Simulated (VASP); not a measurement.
# LiBr (Fm-3m) in VASP: notebook, part 2 of 2

VASP 6.6.1. The steps go on from the part before.

### 3 Single point, PBE

Contents of INCAR:

```
SYSTEM = LiBr
PREC     = Accurate       ! precision mode
ENCUT    = 750            ! plane-wave cutoff, eV
EDIFF    = 1E-6           ! SCF threshold, eV
ISMEAR   = -1             ! smearing method
SIGMA    = 0.03           ! smearing width, eV
LREAL    = .False.        ! projectors in reciprocal space
LASPH    = .True.         ! aspherical terms in the spheres
NELM     = 120            ! most SCF steps
ALGO     = Normal         ! electronic algorithm
ISIF     = 2              ! what is computed and relaxed
LWAVE    = .False.        ! write WAVECAR
LCHARG   = .False.        ! write CHGCAR
GGA      = PE             ! functional
NBANDS   = 12             ! bands
GGA_COMPAT= .False.
```

Contents of KPOINTS:

```
regular mesh
0
Gamma
  8 8 8
  0 0 0
```

Contents of POSCAR:

```
LiBr
1.0
    0.0000000000      2.7445000000      2.7445000000
    2.7445000000      0.0000000000      2.7445000000
    2.7445000000      2.7445000000      0.0000000000
Li Br
1 1
Direct
    0.0000000000      0.0000000000      0.0000000000
    0.5000000000      0.5000000000      0.5000000000
```

Potentials or basis: VASP PAW PBE potentials, release 64 (Li_sv, Br).

The run is started by

```console
> cat potpaw_PBE.64/Li_sv/POTCAR potpaw_PBE.64/Br/POTCAR > POTCAR
> mpirun -np 1 vasp_std > vasp.out
```

Run time: 42 s. Hardware: 1 thread of Oxide Virtual Turin-like, shared host; peak memory 0.17 GiB.

It converged, with:

| Item | Value |
| --- | --- |
| Free energy | -6.6411 eV |
| Pressure | 0.3 GPa |
| Band gap on the k mesh | 4.97 eV |

Levels at points of the mesh, in eV from the valence-band top:
| k point | band 3 | band 4 | band 5 | band 6 | band 7 | band 8 |
| --- | --- | --- | --- | --- | --- | --- |
| (0.00, 0.00, 0.00) | 0.00 | 0.00 | 0.00 | 4.97 | 10.51 | 10.51 |
| (0.50, 0.00, 0.00) | -2.90 | -0.26 | -0.26 | 5.63 | 8.11 | 8.11 |
| (0.50, 0.50, 0.00) | -2.91 | -1.15 | -1.15 | 6.26 | 7.10 | 11.68 |

As with any semilocal functional, this PBE gap is likely too small.

### 4 Single point, PBE

Contents of INCAR:

```
PREC = Accurate
ENCUT = 750
EDIFF = 1E-6
ISMEAR = -1
SIGMA = 0.03
LREAL = F
LASPH = T
NELM = 120
ALGO = Normal
ISIF = 2
LWAVE = F
LCHARG = T
GGA = PE
LELF = T
LVHAR = T
NBANDS = 12
GGA_COMPAT = F
```

Contents of KPOINTS:

```
regular mesh
0
Gamma
  10 10 10
```

POSCAR is that of step 3.

The run is started by

```console
> cat potpaw_PBE.64/Li_sv/POTCAR potpaw_PBE.64/Br/POTCAR > POTCAR
> mpirun -np 1 vasp_std > vasp.out
```

Run time: 64 s. Hardware: 1 thread of Oxide Virtual Turin-like, shared host; peak memory 0.18 GiB.

It converged, with:

```yaml
Free_energy: -6.6411 eV
Pressure: 0.3 GPa
Band_gap_on_the_k_mesh: 4.97 eV
```

Levels at points of the mesh, in eV from the valence-band top:
```
           k point  band 2  band 3  band 4  band 5  band 6  band 7  band 8  band 9
(0.00, 0.00, 0.00)  -13.46    0.00    0.00    0.00    4.97   10.50   10.50   10.50
(0.50, 0.00, 0.00)  -12.98   -2.91   -0.27   -0.27    5.62    8.10    8.10   11.82
(0.50, 0.50, 0.00)  -12.79   -2.91   -1.15   -1.15    6.25    7.10   11.68   12.48
```

A k mesh can miss the band edges.

### 5 Single point, PBE, non-collinear spin, zero start, spin-orbit coupling

Contents of INCAR:

```
SYSTEM = LiBr
ALGO     = Normal         ! electronic algorithm
EDIFF    = 1E-6           ! SCF threshold, eV
ENCUT    = 750            ! plane-wave cutoff, eV
GGA      = PE             ! functional
GGA_COMPAT= .FALSE.      
ISIF     = 2              ! what is computed and relaxed
ISMEAR   = -1             ! smearing method
LASPH    = .TRUE.         ! aspherical terms in the spheres
LCHARG   = .FALSE.        ! write CHGCAR
LNONCOLLINEAR= .TRUE.         ! non-collinear magnetism
LORBIT   = 11             ! projections on sites
LORBMOM  = .TRUE.       
LREAL    = .FALSE.        ! projectors in reciprocal space
LSORBIT  = .TRUE.         ! spin-orbit coupling
LWAVE    = .FALSE.        ! write WAVECAR
MAGMOM   = 0 0 0 0 0 0    ! initial moments
NBANDS   = 22             ! bands
NELM     = 200            ! most SCF steps
PREC     = Accurate       ! precision mode
SIGMA    = 0.03           ! smearing width, eV
```

Contents of KPOINTS:

```
k-points
0
G
  8 8 8
  0 0 0
```

POSCAR is that of step 4.

Potentials or basis: VASP PAW PBE potentials, release 64 (Li_sv, Br).

The run is started by

```console
> cat potpaw_PBE.64/Li_sv/POTCAR potpaw_PBE.64/Br/POTCAR > POTCAR
> mpirun -np 1 vasp_ncl > vasp.out
```

OUTCAR:

```text
SYSTEM = LiBr
   EDIFF = 1E-6
   ENCUT = 750
   GGA = PE
   ISIF = 2
   ISMEAR = -1
   LASPH = .TRUE.
   LNONCOLLINEAR = .TRUE.
   LORBIT = 11
   LREAL = .FALSE.
   LSORBIT = .TRUE.
   NELM = 200
   PREC = Accurate

 ion  position               nearest neighbor table
   1  0.000  0.000  0.000-
   2  0.500  0.500  0.500-

  LATTYP: Found a face centered cubic cell.
 ALAT       =     5.4890000000

  Lattice vectors:

 A1 = (   0.0000000000,   2.7445000000,   2.7445000000)
 A2 = (   2.7445000000,   0.0000000000,   2.7445000000)
 A3 = (   2.7445000000,   2.7445000000,   0.0000000000)

Analysis of symmetry for initial positions (statically):
=====================================================================
 Subroutine PRICEL returns:
 Original cell was already a primitive cell.

 Routine SETGRP: Setting up the symmetry group for a
 face centered cubic supercell.

 Subroutine GETGRP returns: Found 48 space group operations
 (whereof 48 operations were pure point group operations)
 out of a pool of 48 trial point group operations.

The static configuration has the point symmetry O_h .

Analysis of symmetry for dynamics (positions and initial velocities):
=====================================================================
 Subroutine PRICEL returns:
[... 861 lines left out ...]
     0.0000000     0.0000000     0.0000000     0.0000000     0.0000000     0.0000000     0.0000000
     0.0000000     0.0000000     0.0000000     0.0000000     0.0000000     0.0000000     0.0000000
     0.0000000     0.0000000     0.0000000     0.0000000     0.0000000     0.0000000     0.0000000

 Ion:    2  E_soc:     -0.0503699
 l=   1
     0.0000000    -0.0083935    -0.0083935
    -0.0083935     0.0000000    -0.0083935
    -0.0083935    -0.0083935     0.0000000
 l=   2
     0.0000000    -0.0000003     0.0000000    -0.0000003    -0.0000012
    -0.0000003     0.0000000    -0.0000009    -0.0000003    -0.0000003
     0.0000000    -0.0000009     0.0000000    -0.0000009     0.0000000
    -0.0000003    -0.0000003    -0.0000009     0.0000000    -0.0000003
    -0.0000012    -0.0000003     0.0000000    -0.0000003     0.0000000
 l=   3
     0.0000000     0.0000000     0.0000000     0.0000000     0.0000000     0.0000000     0.0000000
     0.0000000     0.0000000     0.0000000     0.0000000     0.0000000     0.0000000     0.0000000
     0.0000000     0.0000000     0.0000000     0.0000000     0.0000000     0.0000000     0.0000000
     0.0000000     0.0000000     0.0000000     0.0000000     0.0000000     0.0000000     0.0000000
     0.0000000     0.0000000     0.0000000     0.0000000     0.0000000     0.0000000     0.0000000
     0.0000000     0.0000000     0.0000000     0.0000000     0.0000000     0.0000000     0.0000000
     0.0000000     0.0000000     0.0000000     0.0000000     0.0000000     0.0000000     0.0000000

 total charge

# of ion       s       p       d       tot
------------------------------------------
    1        2.006   0.032   0.000   2.038
    2        1.602   3.311   0.005   4.918
--------------------------------------------------
tot          3.608   3.343   0.005   6.956

 magnetization (x)

# of ion       s       p       d       tot
------------------------------------------
    1        0.000   0.000   0.000   0.000
    2        0.000  -0.000   0.000   0.000
--------------------------------------------------
tot          0.000  -0.000   0.000   0.000

 magnetization (y)

# of ion       s       p       d       tot
------------------------------------------
    1       -0.000   0.000   0.000  -0.000
    2        0.000   0.000  -0.000   0.000
--------------------------------------------------
tot          0.000   0.000  -0.000   0.000

 magnetization (z)

# of ion       s       p       d       tot
------------------------------------------
    1       -0.000   0.000   0.000  -0.000
    2        0.000  -0.000   0.000   0.000
--------------------------------------------------
tot         -0.000  -0.000   0.000  -0.000
```

It took 2 min on 1 thread of Oxide Virtual Turin-like, shared host; peak memory 0.38 GiB.

What came out:

* Free energy: -6.6662 eV
* Pressure: 0.3 GPa
* Net moment: 0.00 μB per cell
* Valence electrons inside the program's atomic spheres: Li 2.04; Br 4.92

Moments on the atoms (μB; x, y, z):
```
Li  0.00 0.00 0.00
Br  0.00 0.00 0.00
```

### 6 Summary

| level | potentials or basis | spin | k mesh | gap on the mesh (eV) | pressure (GPa) |
| --- | --- | --- | --- | --- | --- |
| LDA | VASP PAW LDA potentials, release 64 (Li_sv, Br) | off | 8 × 8 × 8 | 4.69 | -2.7 |
| PBE | VASP PAW PBE potentials, release 64 (Li_sv, Br) | off | 8 × 8 × 8 | 4.97 | 0.3 |
| PBE | VASP PAW PBE potentials, release 64 (Li_sv, Br) | off | 10 × 10 × 10 | 4.97 | 0.3 |
| PBE | VASP PAW PBE potentials, release 64 (Li_sv, Br) | non-collinear, zero start, SOC | 8 × 8 × 8 | - | 0.3 |

Alike in all rows: task single point; cell as given; cutoff (eV) 750; smearing fermi-dirac 0.03 eV.

Absolute energies hang on the potentials; compare differences alone.
